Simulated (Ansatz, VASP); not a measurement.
**One calculation of La3F, two programs**

```
CELL_PARAMETERS angstrom
5.18461 0.00000 0.00000
0.00000 5.18461 0.00000
0.00000 0.00000 5.18461
ATOMIC_POSITIONS crystal
La 0.00000 0.50000 0.50000
La 0.50000 0.00000 0.50000
La 0.50000 0.50000 0.00000
F 0.00000 0.00000 0.00000
```

Change from the starting cell: species swapped into the Pm3Ge type (Pm-3m, No. 221).

Alike in both runs: task single point; functional PBE; k mesh 4 × 4 × 4; occupations gaussian, width 0.1 eV; no spin polarisation.

|  | VASP | Ansatz |
| --- | --- | --- |
| version | VASP 6.6.1 | Ansatz 0.2.0 |
| potentials or method | VASP PAW PBE potentials, release 64 (La, F), cutoff 520 eV | scalar-relativistic, plane waves, PAW |
| valence electrons in the cell | 40 | 40 |

|  | VASP | Ansatz | Ansatz less VASP |
| --- | --- | --- | --- |
| gap on the k mesh at the Fermi level (eV) | none | none | - |
| pressure (GPa) | -4.0 | -4.0 | +0.03 |

A gap of «none» marks a metal or a gap that the smearing closes.

Spin-orbit coupling is off throughout.
